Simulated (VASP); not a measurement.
Set up this calculation in VASP 6.6.1, as the native input.

```
Task                   : single point
Functional             : r2SCAN
Potentials or basis    : VASP PAW PBE potentials, release 64 (Pb_d, S)
Cutoff                 : 520 eV
k mesh                 : 8 × 8 × 6
Occupations            : gaussian, width 0.02 eV
Spin                   : no spin polarisation
Dipole correction      : no
Further INCAR settings : ALGO = Normal; EDIFF = 1e-06; NBANDS = 28
```

Crystal: PbS.

```
Pb S
1.0
     2.08203   -6.00468    0.00000
     2.08203    6.00468    0.00000
     0.00000    0.00000    4.27125
Pb S
2 2
Direct
  0.86948 0.13052 0.75000
  0.13052 0.86948 0.25000
  0.64626 0.35374 0.75000
  0.35374 0.64626 0.25000
```

One way to write it, as run:

POSCAR

```
PbS
1.0
    2.0820294381     -6.0046799564      0.0000000000
    2.0820294381      6.0046799564      0.0000000000
    0.0000000000      0.0000000000      4.2712453601
Pb S
2 2
Direct
    0.8694780866      0.1305219134      0.7500000000
    0.1305219134      0.8694780866      0.2500000000
    0.6462637630      0.3537362370      0.7500000000
    0.3537362370      0.6462637630      0.2500000000
```

INCAR.step1

```
SYSTEM = PbS
PREC     = Accurate       ! precision mode
ENCUT    = 520            ! plane-wave cutoff, eV
ISMEAR   = 0              ! smearing method
SIGMA    = 0.02           ! smearing width, eV
LREAL    = .FALSE.        ! projectors in reciprocal space
LASPH    = .TRUE.         ! aspherical terms in the spheres
NELM     = 100            ! most SCF steps
NBANDS   = 28             ! bands
GGA      = PE             ! functional
ALGO     = Normal         ! electronic algorithm
EDIFF    = 1E-4           ! SCF threshold, eV
LWAVE    = .TRUE.         ! write WAVECAR
LCHARG   = .FALSE.        ! write CHGCAR
```

INCAR.step2

```
SYSTEM = PbS
PREC     = Accurate       ! precision mode
ENCUT    = 520            ! plane-wave cutoff, eV
EDIFF    = 1E-6           ! SCF threshold, eV
ISMEAR   = 0              ! smearing method
SIGMA    = 0.02           ! smearing width, eV
LREAL    = .FALSE.        ! projectors in reciprocal space
LASPH    = .TRUE.         ! aspherical terms in the spheres
NELM     = 100            ! most SCF steps
ALGO     = Normal         ! electronic algorithm
ISIF     = 2              ! what is computed and relaxed
LWAVE    = .FALSE.        ! write WAVECAR
LCHARG   = .FALSE.        ! write CHGCAR
METAGGA  = R2SCAN         ! meta-GGA
LMIXTAU  = .TRUE.       
NBANDS   = 28             ! bands
ISTART   = 1
```

KPOINTS

```
Automatic mesh
0
G
  8 8 6
  0 0 0
```

Potentials or basis: VASP PAW PBE potentials, release 64 (Pb_d, S).

The run is started by

```sh
$ cat potpaw_PBE.64/Pb_d/POTCAR potpaw_PBE.64/S/POTCAR > POTCAR
$ cp INCAR.step1 INCAR
$ mpirun -np 1 vasp_std > vasp.out
$ cp INCAR.step2 INCAR
$ mpirun -np 1 vasp_std > vasp.out
```

Results of the run:

- Pressure: 0.0 GPa
- Largest force: 0.011 eV/Å
- Band gap on the k mesh: 1.45 eV, indirect (least direct gap 1.78 eV)

Caveat: the PAW data sets were made with another functional, which shifts forces and pressure a little; spin-orbit coupling is left out, which moves the levels of the heavy elements.

It took 9.7 min on 1 thread of Intel(R) Xeon(R) Platinum 8488C (Sapphire Rapids), with other jobs on the host, peak memory 0.42 GiB.
